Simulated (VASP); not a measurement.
# GaN (wurtzite type) (P6_3mc) in VASP: notebook

GaN (wurtzite type) is run at these levels: PBE; tasks: single point.

Program: VASP 6.6.1. These are calculated values, not measurements. Logs are shortened: lines on timing, memory, paths and dates and some standing lists are left out, and cuts for length are marked.

## (1) The cell of the first run

It takes space group P6_3mc (No. 186, hexagonal). Conventional cell: a = 2.511 Å, b = 2.511 Å, c = 4.735 Å, α = 90.00°, β = 90.00°, γ = 120.00°. Within 2.1 Å of Ga (site symmetry 3m) lie 4 N at 1.59 to 1.64 Å. Within 2.1 Å of N (site symmetry 3m) lie 4 Ga at 1.59 to 1.64 Å.

## (2) Single point, PBE (volume scaled by 0.55)

File INCAR:

```
SYSTEM = GaN
  PREC = Accurate
  ENCUT = 520
  EDIFF = 1E-7
  ISMEAR = -1
  SIGMA = 0.1
  LREAL = .False.
  LASPH = .True.
  NELM = 100
  ALGO = Normal
  ISIF = 2
  LWAVE = .False.
  LCHARG = .False.
  GGA = PE
  NBANDS = 26
```

File KPOINTS:

```
regular mesh
0
Gamma
  13 13 7
  0 0 0
```

File POSCAR:

```
GaN
1.0
    2.5113037707      0.0000000000      0.0000000000
   -1.2556518853      2.1748528621      0.0000000000
    0.0000000000      0.0000000000      4.7353801124
Ga N
2 2
Direct
    0.3333333333      0.6666666667      0.0199141820
    0.6666666667      0.3333333333      0.5199141820
    0.3333333333      0.6666666667      0.3560858180
    0.6666666667      0.3333333333      0.8560858180
```

Potentials or basis: VASP PAW PBE potentials, release 64 (Ga_d, N).

Command:

```bash
$ cat potpaw_PBE.64/Ga_d/POTCAR potpaw_PBE.64/N/POTCAR > POTCAR
$ mpirun -np 1 vasp_std > vasp.out
```

OUTCAR:

```text
SYSTEM = GaN
   PREC = Accurate
   ENCUT = 520
   EDIFF = 1E-7
   ISMEAR = -1
   LREAL = .False.
   LASPH = .True.
   NELM = 100
   ISIF = 2
   GGA = PE

 ion  position               nearest neighbor table
   1  0.333  0.667  0.020-   3 1.59   4 1.64   4 1.64   4 1.64   2 2.78   2 2.78   2 2.78   2 2.78
                             2 2.78   2 2.78
   2  0.667  0.333  0.520-   4 1.59   3 1.64   3 1.64   3 1.64   1 2.78   1 2.78   1 2.78   1 2.78
                             1 2.78   1 2.78
   3  0.333  0.667  0.356-   1 1.59   2 1.64   2 1.64   2 1.64
   4  0.667  0.333  0.856-   2 1.59   1 1.64   1 1.64   1 1.64

  LATTYP: Found a hexagonal cell.
 ALAT       =     2.5113037707
 C/A-ratio  =     1.8856261706

  Lattice vectors:

 A1 = (   2.5113037707,   0.0000000000,   0.0000000000)
 A2 = (  -1.2556518853,   2.1748528621,   0.0000000000)
 A3 = (   0.0000000000,   0.0000000000,   4.7353801124)

Analysis of symmetry for initial positions (statically):
=====================================================================
 Subroutine PRICEL returns:
 Original cell was already a primitive cell.

 Routine SETGRP: Setting up the symmetry group for a
 hexagonal supercell.

 Subroutine GETGRP returns: Found 12 space group operations
 (whereof  6 operations were pure point group operations)
 out of a pool of 24 trial point group operations.

The static configuration has the point symmetry C_3v.
 The point group associated with its full space group is C_6v.

Analysis of symmetry for dynamics (positions and initial velocities):
=====================================================================
 Subroutine PRICEL returns:
 Original cell was already a primitive cell.

 Routine SETGRP: Setting up the symmetry group for a
 hexagonal supercell.

 Subroutine GETGRP returns: Found 12 space group operations
 (whereof  6 operations were pure point group operations)
 out of a pool of 24 trial point group operations.

The dynamic configuration has the point symmetry C_3v.
 The point group associated with its full space group is C_6v.

 Subroutine INISYM returns: Found 12 space group operations
 (whereof  6 operations are pure point group operations),
 and found     1 'primitive' translations

----------------------------------------------------------------------------------------

                                     Primitive cell

  volume of cell :      25.8633

  direct lattice vectors                    reciprocal lattice vectors
     2.511303771  0.000000000  0.000000000     0.398199537  0.229900610  0.000000000
    -1.255651885  2.174852862  0.000000000     0.000000000  0.459801220  0.000000000
     0.000000000  0.000000000  4.735380112     0.000000000  0.000000000  0.211176289

  length of vectors
     2.511303771  2.511303771  4.735380112     0.459801220  0.459801220  0.211176289

  position of ions in fractional coordinates (direct lattice)
     0.333333333  0.666666667  0.019914182
     0.666666667  0.333333333  0.519914182
     0.333333333  0.666666667  0.356085818
     0.666666667  0.333333333  0.856085818

  ion indices of the primitive-cell ions
   primitive index   ion index
                 1           1
                 2           2
                 3           3
                 4           4

----------------------------------------------------------------------------------------

 KPOINTS: regular mesh

Automatic generation of k-mesh.
 Grid dimensions read from file:
 generate k-points for:   13   13    7

 Generating k-lattice:

  Cartesian coordinates                     Fractional coordinates (reciprocal lattice)
     0.030630734  0.017684662  0.000000000     0.076923077  0.000000000  0.000000000
     0.000000000  0.035369325  0.000000000     0.000000000  0.076923077  0.000000000
     0.000000000  0.000000000  0.030168041     0.000000000  0.000000000  0.142857143

  Length of vectors
     0.035369325  0.035369325  0.030168041

  Shift w.r.t. Gamma in fractional coordinates (k-lattice)
     0.000000000  0.000000000  0.000000000

 Subroutine IBZKPT returns following result:
 ===========================================

 Found     84 irreducible k-points:

 Following reciprocal coordinates:
            Coordinates               Weight
  0.000000  0.000000  0.000000      1.000000
  0.076923  0.000000  0.000000      6.000000
  0.153846 -0.000000  0.000000      6.000000
  0.230769 -0.000000  0.000000      6.000000
  0.307692 -0.000000  0.000000      6.000000
  0.384615 -0.000000  0.000000      6.000000
[... 16 lines left out ...]
  0.076923  0.000000  0.142857     12.000000
  0.153846 -0.000000  0.142857     12.000000
 [... further k-points ...]
   k-points           NKPTS =     84   k-points in BZ     NKDIM =     84   number of bands    NBANDS=     26
   number of dos      NEDOS =    301   number of ions     NIONS =      4
   total plane-waves  NPLWV =  14400
   dimension x,y,z NGX =    20 NGY =   20 NGZ =   36
   dimension x,y,z NGXF=    40 NGYF=   40 NGZF=   72
   ions per type =               2   2
   NGX,Y,Z   is equivalent  to a cutoff of  13.24, 13.24, 12.64 a.u.
   NGXF,Y,Z  is equivalent  to a cutoff of  26.48, 26.48, 25.28 a.u.
 SYSTEM =  GaN
   PREC   = accura    normal or accurate (medium, high low for compatibility)
   ISTART =      0    job   : 0-new  1-cont  2-samecut
   ICHARG =      2    charge: 1-file 2-atom 10-const
   ISPIN  =      1    spin polarized calculation?
   LNONCOLLINEAR =      F non collinear calculations
   LSORBIT =      F    spin-orbit coupling
   LASPH  =      T    aspherical Exc in radial PAW
   ENCUT  =  520.0 eV  38.22 Ry    6.18 a.u.   4.67  4.67  8.80*2*pi/ulx,y,z
   NELM   =    100;   NELMIN=  2; NELMDL= -5     # of ELM steps
   EDIFF  = 0.1E-06   stopping-criterion for ELM
   LREAL  =      F    real-space projection
   EDIFFG = 0.1E-05   stopping-criterion for IOM
   NSW    =      0    number of steps for IOM
   IBRION =     -1    ionic relax: 0-MD 1-quasi-New 2-CG
   NFREE  =      0    steps in history (QN), initial steepest desc. (CG)
   ISIF   =      2    stress and relaxation
   ISYM   =      2    0-nonsym 1-usesym 2-fastsym
   POTIM  = 0.5000    time-step for ionic-motion
   TEBEG  =    0.0;   TEEND  =   0.0 temperature during run
   PSTRESS=    0.0 pullay stress
   NELECT =      36.0000    total number of electrons
   NUPDOWN=      -1.0000    fix difference up-down
   EMIN   =  10.00;   EMAX   =-10.00  energy-range for DOS
   EFERMI =   0.00;   METHOD = LEGACY
   ISMEAR =    -1;   SIGMA  =   0.10  broadening in eV -4-tet -1-fermi 0-gaus
   EFERMI_NEDOS =   21; number of points for ismear=-14 and -15
   IALGO  =     38    algorithm
   IMIX   =      4    mixing-type and parameters
     AMIX     =   0.40;   BMIX     =  1.00
     AMIX_MAG =   1.60;   BMIX_MAG =  1.00
  volume/ion in A,a.u.               =       6.47        43.63
  Fermi-wavevector in a.u.,A,eV,Ry     =   1.827880  3.454192 45.459040  3.341145
  Thomas-Fermi vector in A             =   2.882888
   LORBIT       =      0    0 simple, 1 ext, 2 COOP (PROOUT), +10 PAW based schemes
   GGA     = PE    functional components
   LHFCALC =     F    Hartree Fock is set to
   AEXX    =    0.0000 exact exchange contribution
   IVDW    =     0    specifies the selected vdW correction
   LEPSILON=     F    determine dielectric tensor
   LRPA    =     F    only Hartree local field effects (RPA)
 non-spin polarized calculation
  energy-cutoff  :      520.00
  volume of cell :       25.86
 maximum number of plane-waves:       714
 NGX is ok and might be reduce to    20

 number of electron      36.0000012 magnetization

 Free energy of the ion-electron system (eV)
  ---------------------------------------------------
  ext. energy  EPLUGINS =         0.00000000
  ---------------------------------------------------
  free energy    TOTEN  =       -10.14840950 eV

  energy without entropy =      -10.14840845  energy(sigma->0) =      -10.14840898

 E-fermi :  15.5671     XC(G=0): -15.1488

 val. band max:       14.5194157586   @ k =   0.0000   0.0000   0.0000
 cond. band min:      16.5746587046   @ k =   0.3077   0.3077   0.0000
 fundamental gap:      2.0552429460
 Fermi energy:        15.5671451556

 k-point     1 :       0.0000    0.0000    0.0000
  band No.  band energies     occupation
      1      -8.8208      2.00000
      2      -6.2143      2.00000
      3      -2.4539      2.00000
      4      -1.7591      2.00000
      5      -1.7591      2.00000
      6      -1.5375      2.00000
[... 18 lines left out ...]
     25      31.7758      0.00000
     26      31.7758      0.00000

 k-point     2 :       0.0769    0.0000    0.0000
  band No.  band energies     occupation
      1      -8.6790      2.00000
      2      -6.1441      2.00000
      3      -2.4092      2.00000
      4      -1.7933      2.00000
      5      -1.7262      2.00000
      6      -1.5459      2.00000
[... 18 lines left out ...]
     25      30.8949      0.00000
     26      31.6933      0.00000

 k-point     3 :       0.1538   -0.0000    0.0000
  band No.  band energies     occupation
      1      -8.2685      2.00000
      2      -5.9545      2.00000
      3      -2.2965      2.00000
      4      -1.8879      2.00000
      5      -1.6486      2.00000
      6      -1.5540      2.00000
[... 18 lines left out ...]
     25      30.0186      0.00000
     26      30.2369      0.00000

 k-point     4 :       0.2308   -0.0000    0.0000
  band No.  band energies     occupation
      1      -7.6407      2.00000
      2      -5.7024      2.00000
      3      -2.2092      2.00000
      4      -1.9881      2.00000
      5      -1.5817      2.00000
      6      -1.4893      2.00000
[... 18 lines left out ...]
     25      29.0667      0.00000
     26      31.1447      0.00000

 k-point     5 :       0.3077   -0.0000    0.0000
  band No.  band energies     occupation
      1      -6.9039      2.00000
      2      -5.4566      2.00000
      3      -2.2222      2.00000
      4      -2.0325      2.00000
      5      -1.5675      2.00000
      6      -1.3637      2.00000
[... 18 lines left out ...]
     25      29.2452      0.00000
     26      32.8195      0.00000

 k-point     6 :       0.3846   -0.0000    0.0000
  band No.  band energies     occupation
      1      -6.2427      2.00000
      2      -5.2676      2.00000
      3      -2.2136      2.00000
      4      -2.0213      2.00000
      5      -1.5883      2.00000
      6      -1.4684      2.00000
[... 427 lines left out ...]
 k-point    21 :       0.3077    0.3077    0.0000
  band No.  band energies     occupation
      1      -5.3654      2.00000
      2      -5.2011      2.00000
      3      -2.3023      2.00000
      4      -1.4327      2.00000
      5      -1.2520      2.00000
      6      -1.2130      2.00000
[... 18 lines left out ...]
     25      31.3232      0.00000
     26      33.3113      0.00000

 k-point    22 :       0.0000    0.0000    0.1429
  band No.  band energies     occupation
      1      -8.7156      2.00000
      2      -6.3658      2.00000
      3      -2.4501      2.00000
      4      -1.7513      2.00000
      5      -1.7513      2.00000
      6      -1.5517      2.00000
[... 18 lines left out ...]
     25      31.4949      0.00000
     26      31.4949      0.00000

 k-point    23 :       0.0769    0.0000    0.1429
  band No.  band energies     occupation
      1      -8.5751      2.00000
      2      -6.2880      2.00000
      3      -2.4071      2.00000
      4      -1.7843      2.00000
      5      -1.7174      2.00000
      6      -1.5623      2.00000
[... 18 lines left out ...]
     25      30.6817      0.00000
     26      31.6318      0.00000

 k-point    24 :       0.1538   -0.0000    0.1429
  band No.  band energies     occupation
      1      -8.1693      2.00000
      2      -6.0771      2.00000
      3      -2.3004      2.00000
      4      -1.8787      2.00000
      5      -1.6359      2.00000
      6      -1.5742      2.00000
[... 18 lines left out ...]
     25      30.0448      0.00000
     26      30.9850      0.00000

 [... further k-points ...]

------------------------ aborting loop because EDIFF is reached ----------------------------------------

  FORCE on cell =-STRESS in cart. coord.  units (eV):
  Direction    XX          YY          ZZ          XY          YZ          ZX
  --------------------------------------------------------------------------------------
  -------------------------------------------------------------------------------------
  Total       55.9498300     55.9498300     55.5311392      0.0000000      0.0000000     -0.0000000
  in kB     3465.9746239   3465.9746241   3440.0376071      0.0000001      0.0000000     -0.0000000
  external PRESSURE =    3457.3289517 kB  Pullay stress =       0.0000000 kB

 VOLUME and BASIS-vectors are now :
 -----------------------------------------------------------------------------
  energy-cutoff  :      520.00
  volume of cell :       25.86
      direct lattice vectors                 reciprocal lattice vectors
     2.511303771  0.000000000  0.000000000     0.398199537  0.229900610  0.000000000
    -1.255651885  2.174852862  0.000000000     0.000000000  0.459801220  0.000000000
     0.000000000  0.000000000  4.735380112     0.000000000  0.000000000  0.211176289

 POSITION                                       TOTAL-FORCE (eV/Angst)
 -----------------------------------------------------------------------------------
     -0.00000      1.44990      0.09430        -0.000000      0.000000     -0.040467
      1.25565      0.72495      2.46199         0.000000     -0.000000     -0.040467
     -0.00000      1.44990      1.68620         0.000000      0.000000      0.040467
      1.25565      0.72495      4.05389         0.000000     -0.000000      0.040467
 -----------------------------------------------------------------------------------
    total drift:                               -0.000001     -0.000002      0.000211

  FREE ENERGIE OF THE ION-ELECTRON SYSTEM (eV)
  ---------------------------------------------------
  free  energy   TOTEN  =       -10.1484095005 eV

  energy  without entropy=      -10.1484084516  energy(sigma->0) =      -10.14840898
```

It took 38 s on 1 thread of Intel Xeon 6975P-C (Granite Rapids), shared host; peak memory 0.17 GiB.

What came out:

* Free energy: -10.1484 eV
* Pressure: 345.7 GPa
* Largest force: 0.040 eV/Å
* Band gap on the k mesh: 2.06 eV, indirect (least direct gap 3.75 eV)

Forces on the atoms (eV/Å):
```
Ga   0.000  0.000 -0.040
Ga   0.000  0.000 -0.040
N    0.000  0.000  0.040
N    0.000  0.000  0.040
```

Levels at points of the mesh, in eV from the valence-band top:
```
           k point  band 16  band 17  band 18  band 19  band 20  band 21
(0.00, 0.00, 0.00)    -1.63     0.00     0.00     3.75     9.39    10.56
```

## (3) Single point, PBE (volume scaled by 0.55)

File INCAR:

```
ALGO = Normal
EDIFF = 1E-6
ENCUT = 520
GGA = PE
ISIF = 2
ISMEAR = -1
LASPH = True
LCHARG = False
LREAL = False
LWAVE = False
NBANDS = 26
NELM = 80
PREC = Accurate
SIGMA = 0.1
```

File KPOINTS:

```
k-points
0
Gamma
  13 13 7
```

POSCAR is that of step 2.

Potentials or basis: VASP PAW PBE potentials, release 64 (Ga_d, N).

Command:

```bash
$ cat potpaw_PBE.64/Ga_d/POTCAR potpaw_PBE.64/N/POTCAR > POTCAR
$ mpirun -np 1 vasp_std > vasp.out
```

Run time: 34 s. Hardware: 1 thread of Intel Xeon 6975P-C (Granite Rapids), shared host; peak memory 0.17 GiB.

The run converged. Its results:

```
Free energy            : -10.1484 eV
Pressure               : 345.7 GPa
Largest force          : 0.041 eV/Å
Band gap on the k mesh : 2.06 eV, indirect (least direct gap 3.75 eV)
```

Forces in eV/Å, atoms in the order of the input:
```
Ga   0.000  0.000 -0.041
Ga   0.000  0.000 -0.041
N    0.000  0.000  0.041
N    0.000  0.000  0.041
```

Stress tensor (GPa, compression positive):
```
346.56   0.00   0.00
  0.00 346.56   0.00
  0.00   0.00 343.96
```

Levels at points of the mesh, in eV from the valence-band top:
```tsv
k point	band 14	band 15	band 16	band 17	band 18	band 19	band 20	band 21	band 22	band 23
(0.00, 0.00, 0.00)	-2.27	-1.63	-1.63	0.00	0.00	3.75	9.39	10.56	11.71	15.24
```
